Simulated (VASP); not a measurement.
Crystal: Na2B.

```xyz
3
Lattice="1.4941 0.8626 5.7848 -1.4941 0.8626 5.7848 0.0000 -1.7252 5.7848" Properties=species:S:1:pos:R:3 pbc="T T T"
Na    0.0000    0.0000   12.9880
Na    0.0000    0.0000   10.1505
B     0.0000    0.0000    0.0000
```

* Program: VASP 6.6.1
* Task: relaxation of cell and atoms
* Functional: PBE
* Potentials or basis: VASP PAW PBE potentials, release 64 (Na_pv, B)
* Cutoff: 600 eV
* k mesh: 6 × 6 × 6
* Occupations: gaussian, width 0.1 eV
* Spin: no spin polarisation

At the start: pressure 28.4 GPa; volume 14.91 Å³/atom.

**Question.** How do energy, volume and symmetry change on relaxing?

**Answer.** Over 9 steps the energy falls by 598.8 meV/atom and the volume is 24.14 Å³/atom (+61.9 %); space group R3m (No. 160, to 0.05 Å).

Step by step:
| step | energy change (eV) | largest force (eV/Å) | pressure (GPa) | volume (Å³) |
| --- | --- | --- | --- | --- |
| 1 | 0.0000 | 2.7149 | 28.40 | 44.73 |
| 2 | -1.7465 | 0.0664 | 2.24 | 64.10 |
| 3 | -1.7700 | 0.0579 | 1.09 | 66.41 |
| 4 | -1.7654 | 0.2534 | -0.63 | 71.20 |
| 5 | -1.7757 | 0.1561 | 0.23 | 68.59 |
| 6 | -1.7756 | 0.1332 | 0.42 | 68.04 |
| 7 | -1.7796 | 0.1207 | 0.40 | 68.48 |
| 8 | -1.7895 | 0.0820 | 0.22 | 69.79 |
| 9 | -1.7964 | 0.0124 | 0.00 | 72.42 |

Final structure:
```cif
data_structure
_symmetry_space_group_name_H-M 'P 1'
_symmetry_Int_Tables_number 1
_cell_length_a 6.9740
_cell_length_b 6.9740
_cell_length_c 6.9740
_cell_angle_alpha 29.418
_cell_angle_beta 29.418
_cell_angle_gamma 29.418
_cell_volume 72.42
loop_
_atom_site_label
_atom_site_type_symbol
_atom_site_fract_x
_atom_site_fract_y
_atom_site_fract_z
_atom_site_occupancy
Na1 Na 0.75344 0.75344 0.75344 1
Na2 Na 0.57991 0.57991 0.57991 1
B1 B 0.99995 0.99995 0.99995 1
```

Caveat: the k points lie up to 0.35 Å⁻¹ apart in the final cell; the volume moved by over 15 % at a fixed basis, so the end points are rough.
